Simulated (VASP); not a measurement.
# Pb (P6_3/mmc) in VASP: single point with PBEsol

Aim: the single point of Pb with PBEsol.

Everything below comes from runs of VASP 6.6.1. Logs are shortened: lines on timing, memory, paths and dates and some standing lists are left out, and cuts for length are marked.

## Step 1: The cell of the first run

It takes space group P6_3/mmc (No. 194, hexagonal). The conventional cell has a = 3.456 Å, b = 3.456 Å, c = 5.762 Å, α = 90.00°, β = 90.00°, γ = 120.00°. Pb (site symmetry -6m2) has 12 Pb at 3.46 to 3.50 Å within 4.5 Å.

This isn't the form of Pb at room conditions, which is fcc.

## Step 2: Single point, PBEsol, non-collinear spin, zero start, spin-orbit coupling

INCAR reads:

```
SYSTEM = Pb
ALGO = Normal ; EDIFF = 1E-6
ENCUT = 520 ; GGA = PS
GGA_COMPAT = .False. ; ISIF = 2
ISMEAR = -1 ; LASPH = .True.
LCHARG = .False. ; LNONCOLLINEAR = .True.
LORBIT = 11 ; LORBMOM = .True.
LREAL = .False. ; LSORBIT = .True.
LWAVE = .False. ; MAGMOM = 0 0 0 0 0 0
NBANDS = 40 ; NELM = 150
PREC = Accurate ; SIGMA = 0.05
```

KPOINTS reads:

```
k-points
0
Gamma
  14 14 8
  0 0 0
```

POSCAR reads:

```
Pb
1.0
    3.4562410673      0.0000000000      0.0000000000
   -1.7281205336      2.9931925659      0.0000000000
    0.0000000000      0.0000000000      5.7617025222
Pb
2
Direct
    0.3333333333      0.6666666667      0.2500000000
    0.6666666667      0.3333333333      0.7500000000
```

Potentials or basis: VASP PAW PBE potentials, release 64 (Pb_d).

Command:

```sh
$ cat potpaw_PBE.64/Pb_d/POTCAR > POTCAR
$ mpirun -np 1 vasp_ncl > vasp.out
```

OUTCAR:

```text
SYSTEM = Pb
   EDIFF = 1E-6
   ENCUT = 520
   GGA = PS
   ISIF = 2
   ISMEAR = -1
   LASPH = .True.
   LNONCOLLINEAR = .True.
   LORBIT = 11
   LREAL = .False.
   LSORBIT = .True.
   NELM = 150
   PREC = Accurate

 ion  position               nearest neighbor table
   1  0.333  0.667  0.250-   2 3.50   2 3.50   2 3.50   2 3.50   2 3.50   2 3.50
   2  0.667  0.333  0.750-   1 3.50   1 3.50   1 3.50   1 3.50   1 3.50   1 3.50

  LATTYP: Found a hexagonal cell.
 ALAT       =     3.4562410673
 C/A-ratio  =     1.6670430129

  Lattice vectors:

 A1 = (   3.4562410673,   0.0000000000,   0.0000000000)
 A2 = (  -1.7281205336,   2.9931925659,   0.0000000000)
 A3 = (   0.0000000000,   0.0000000000,   5.7617025222)

Analysis of symmetry for initial positions (statically):
=====================================================================
 Subroutine PRICEL returns:
 Original cell was already a primitive cell.

 Routine SETGRP: Setting up the symmetry group for a
 hexagonal supercell.

 Subroutine GETGRP returns: Found 24 space group operations
 (whereof 12 operations were pure point group operations)
 out of a pool of 24 trial point group operations.

The static configuration has the point symmetry D_3d.
 The point group associated with its full space group is D_6h.

Analysis of symmetry for dynamics (positions and initial velocities):
=====================================================================
 Subroutine PRICEL returns:
 Original cell was already a primitive cell.

 Routine SETGRP: Setting up the symmetry group for a
 hexagonal supercell.

 Subroutine GETGRP returns: Found 24 space group operations
 (whereof 12 operations were pure point group operations)
 out of a pool of 24 trial point group operations.

The dynamic configuration has the point symmetry D_3d.
 The point group associated with its full space group is D_6h.

Analysis of structural, dynamic, and magnetic symmetry:
=====================================================================
 Subroutine PRICEL returns:
 Original cell was already a primitive cell.

 Routine SETGRP: Setting up the symmetry group for a
 hexagonal supercell.

 Subroutine GETGRP returns: Found 24 space group operations
 (whereof 12 operations were pure point group operations)
 out of a pool of 24 trial point group operations.

The overall configuration has the point symmetry D_3d.
 The point group associated with its full space group is D_6h.

 Subroutine INISYM returns: Found 24 space group operations
 (whereof 12 operations are pure point group operations),
 and found     1 'primitive' translations

----------------------------------------------------------------------------------------

                                     Primitive cell

  volume of cell :      59.6059

  direct lattice vectors                    reciprocal lattice vectors
     3.456241067  0.000000000  0.000000000     0.289331670  0.167045718  0.000000000
    -1.728120534  2.993192566  0.000000000     0.000000000  0.334091435  0.000000000
     0.000000000  0.000000000  5.761702522     0.000000000  0.000000000  0.173559811

  length of vectors
     3.456241067  3.456241067  5.761702522     0.334091435  0.334091435  0.173559811

  position of ions in fractional coordinates (direct lattice)
     0.333333333  0.666666667  0.250000000
     0.666666667  0.333333333  0.750000000

  ion indices of the primitive-cell ions
   primitive index   ion index
                 1           1
                 2           2

----------------------------------------------------------------------------------------

 KPOINTS: k-points

Automatic generation of k-mesh.
 Grid dimensions read from file:
 generate k-points for:   14   14    8

 Generating k-lattice:

  Cartesian coordinates                     Fractional coordinates (reciprocal lattice)
     0.020666548  0.011931837  0.000000000     0.071428571  0.000000000  0.000000000
     0.000000000  0.023863674  0.000000000     0.000000000  0.071428571  0.000000000
     0.000000000  0.000000000  0.021694976     0.000000000  0.000000000  0.125000000

  Length of vectors
     0.023863674  0.023863674  0.021694976

  Shift w.r.t. Gamma in fractional coordinates (k-lattice)
     0.000000000  0.000000000  0.000000000

 Subroutine IBZKPT returns following result:
 ===========================================

 Found    120 irreducible k-points:

 Following reciprocal coordinates:
            Coordinates               Weight
  0.000000  0.000000  0.000000      1.000000
  0.071429  0.000000  0.000000      6.000000
  0.142857  0.000000  0.000000      6.000000
  0.214286  0.000000  0.000000      6.000000
  0.285714  0.000000  0.000000      6.000000
  0.357143  0.000000  0.000000      6.000000
[... 46 lines left out ...]
   TEBEG  =    0.0;   TEEND  =   0.0 temperature during run
   PSTRESS=    0.0 pullay stress
   NELECT =      28.0000    total number of electrons
   NUPDOWN=      -1.0000    fix difference up-down
   EMIN   =  10.00;   EMAX   =-10.00  energy-range for DOS
   EFERMI =   0.00;   METHOD = LEGACY
   ISMEAR =    -1;   SIGMA  =   0.05  broadening in eV -4-tet -1-fermi 0-gaus
   EFERMI_NEDOS =   21; number of points for ismear=-14 and -15
   IALGO  =     38    algorithm
   IMIX   =      4    mixing-type and parameters
     AMIX     =   0.40;   BMIX     =  1.00
     AMIX_MAG =   1.60;   BMIX_MAG =  1.00
  volume/ion in A,a.u.               =      29.80       201.12
  Fermi-wavevector in a.u.,A,eV,Ry     =   1.272617  2.404897 22.035365  1.619554
  Thomas-Fermi vector in A             =   2.405485
   LORBIT       =     11    0 simple, 1 ext, 2 COOP (PROOUT), +10 PAW based schemes
   GGA     = PS    functional components
   LHFCALC =     F    Hartree Fock is set to
   AEXX    =    0.0000 exact exchange contribution
   IVDW    =     0    specifies the selected vdW correction
   LEPSILON=     F    determine dielectric tensor
   LRPA    =     F    only Hartree local field effects (RPA)
  energy-cutoff  :      520.00
  volume of cell :       59.61
 maximum number of plane-waves:      3260
 NGX is ok and might be reduce to    28
   NGX = 13   NGY = 13   NGZ = 21

 number of electron      28.0000006 magnetization       0.0000000      0.0000000      0.0000000

 number of electron      28.0000006 magnetization       0.0000000      0.0000000     -0.0000000

 number of electron      28.0000006 magnetization      -0.0000000     -0.0000000      0.0000000

 Free energy of the ion-electron system (eV)
  ---------------------------------------------------
  ext. energy  EPLUGINS =         0.00000000
  ---------------------------------------------------
  free energy    TOTEN  =        -9.06518405 eV

  energy without entropy =       -9.05402411  energy(sigma->0) =       -9.05960408

 E-fermi :   7.1887     XC(G=0): -10.4085

 val. band max:        7.1655095039   @ k =   0.4286   0.1429   0.1250
 cond. band min:       7.1914432817   @ k =   0.2143   0.1429   0.2500
 fundamental gap:      0.0259337778
 Fermi energy:         7.1886990143

 k-point     1 :       0.0000    0.0000    0.0000
  band No.  band energies     occupation
      1     -11.1129      1.00000
      2     -11.1129      1.00000
      3     -11.1070      1.00000
      4     -11.1070      1.00000
      5     -11.1022      1.00000
      6     -11.1022      1.00000
[... 1021 lines left out ...]
     39      20.0187      0.00000
     40      20.0187      0.00000

 [... further k-points ...]

------------------------ aborting loop because EDIFF is reached ----------------------------------------

  FORCE on cell =-STRESS in cart. coord.  units (eV):
  Direction    XX          YY          ZZ          XY          YZ          ZX
  --------------------------------------------------------------------------------------
  -------------------------------------------------------------------------------------
  Total        0.1421228      0.1421228     -0.1011175      0.0000000      0.0000000      0.0000000
  in kB        3.8201875      3.8201875     -2.7179863      0.0000000      0.0000000      0.0000000
  external PRESSURE =       1.6407962 kB  Pullay stress =       0.0000000 kB

 VOLUME and BASIS-vectors are now :
 -----------------------------------------------------------------------------
  energy-cutoff  :      520.00
  volume of cell :       59.61
      direct lattice vectors                 reciprocal lattice vectors
     3.456241067  0.000000000  0.000000000     0.289331670  0.167045718  0.000000000
    -1.728120534  2.993192566  0.000000000     0.000000000  0.334091435  0.000000000
     0.000000000  0.000000000  5.761702522     0.000000000  0.000000000  0.173559811

 POSITION                                       TOTAL-FORCE (eV/Angst)
 -----------------------------------------------------------------------------------
     -0.00000      1.99546      1.44043         0.000000      0.000000      0.000000
      1.72812      0.99773      4.32128        -0.000000     -0.000000      0.000000
 -----------------------------------------------------------------------------------
    total drift:                               -0.000000      0.000000     -0.000000

  FREE ENERGIE OF THE ION-ELECTRON SYSTEM (eV)
  ---------------------------------------------------
  free  energy   TOTEN  =        -9.0651840536 eV

  energy  without entropy=       -9.0540241081  energy(sigma->0) =       -9.05960408

 orbital moment (x)

 # of ion     p       d       tot
 ----------------------------------------
  1        -0.000  -0.000  -0.000
  2        -0.000  -0.000  -0.000
 ----------------------------------------
           -0.000  -0.000  -0.000

 orbital moment (y)

 # of ion     p       d       tot
 ----------------------------------------
  1        -0.000   0.000   0.000
  2        -0.000   0.000   0.000
 ----------------------------------------
           -0.000   0.000   0.000

 orbital moment (z)

 # of ion     p       d       tot
 ----------------------------------------
  1         0.000   0.000   0.000
  2        -0.000   0.000  -0.000
 ----------------------------------------
            0.000   0.000   0.000

 Spin-Orbit-Coupling matrix elements

 Ion:    1  E_soc:     -1.1378775
 l=   1
     0.0000000    -0.1222382    -0.1216280
    -0.1222382     0.0000000    -0.1222382
    -0.1216280    -0.1222382     0.0000000
 l=   2
     0.0000000    -0.0134797     0.0000000    -0.0134797    -0.0542117
    -0.0134797     0.0000000    -0.0406241    -0.0134559    -0.0134797
     0.0000000    -0.0406241     0.0000000    -0.0406241     0.0000000
    -0.0134797    -0.0134559    -0.0406241     0.0000000    -0.0134797
    -0.0542117    -0.0134797     0.0000000    -0.0134797     0.0000000
 l=   3
     0.0000000     0.0000000     0.0000000     0.0000000     0.0000000     0.0000000     0.0000000
     0.0000000     0.0000000     0.0000000     0.0000000     0.0000000     0.0000000     0.0000000
     0.0000000     0.0000000     0.0000000     0.0000000     0.0000000     0.0000000     0.0000000
     0.0000000     0.0000000     0.0000000     0.0000000     0.0000000     0.0000000     0.0000000
     0.0000000     0.0000000     0.0000000     0.0000000     0.0000000     0.0000000     0.0000000
     0.0000000     0.0000000     0.0000000     0.0000000     0.0000000     0.0000000     0.0000000
     0.0000000     0.0000000     0.0000000     0.0000000     0.0000000     0.0000000     0.0000000

 Ion:    2  E_soc:     -1.1378775
 l=   1
     0.0000000    -0.1222382    -0.1216280
    -0.1222382     0.0000000    -0.1222382
    -0.1216280    -0.1222382     0.0000000
 l=   2
     0.0000000    -0.0134797     0.0000000    -0.0134797    -0.0542117
    -0.0134797     0.0000000    -0.0406241    -0.0134559    -0.0134797
     0.0000000    -0.0406241     0.0000000    -0.0406241     0.0000000
    -0.0134797    -0.0134559    -0.0406241     0.0000000    -0.0134797
    -0.0542117    -0.0134797     0.0000000    -0.0134797     0.0000000
 l=   3
     0.0000000     0.0000000     0.0000000     0.0000000     0.0000000     0.0000000     0.0000000
     0.0000000     0.0000000     0.0000000     0.0000000     0.0000000     0.0000000     0.0000000
     0.0000000     0.0000000     0.0000000     0.0000000     0.0000000     0.0000000     0.0000000
     0.0000000     0.0000000     0.0000000     0.0000000     0.0000000     0.0000000     0.0000000
     0.0000000     0.0000000     0.0000000     0.0000000     0.0000000     0.0000000     0.0000000
     0.0000000     0.0000000     0.0000000     0.0000000     0.0000000     0.0000000     0.0000000
     0.0000000     0.0000000     0.0000000     0.0000000     0.0000000     0.0000000     0.0000000

 total charge

# of ion       s       p       d       tot
------------------------------------------
    1        1.385   0.766   9.810  11.961
    2        1.385   0.766   9.810  11.961
--------------------------------------------------
tot          2.771   1.532  19.619  23.922

 magnetization (x)

# of ion       s       p       d       tot
------------------------------------------
    1        0.000   0.000   0.000   0.000
    2        0.000   0.000   0.000   0.000
--------------------------------------------------
tot          0.000   0.000   0.000   0.000

 magnetization (y)

# of ion       s       p       d       tot
------------------------------------------
    1        0.000   0.000   0.000   0.000
    2        0.000   0.000   0.000   0.000
--------------------------------------------------
tot          0.000   0.000   0.000   0.000

 magnetization (z)

# of ion       s       p       d       tot
------------------------------------------
    1        0.000   0.000   0.000   0.000
    2        0.000   0.000   0.000   0.000
--------------------------------------------------
tot          0.000   0.000   0.000   0.000
```

Wall time 15 min (1 thread of Oxide Virtual Turin-like, shared host); peak memory 0.54 GiB.

What came out:

| Item | Value |
| --- | --- |
| Free energy | -9.0652 eV |
| Pressure | 0.2 GPa |
| Net moment | 0.00 μB per cell |
| Valence electrons inside the program's atomic spheres | Pb 11.96 |

Moments on the atoms (μB; x, y, z):
```
Pb  0.00 0.00 0.00
Pb  0.00 0.00 0.00
```

Caveat: the PAW data sets were made with another functional, which shifts forces and pressure a little.
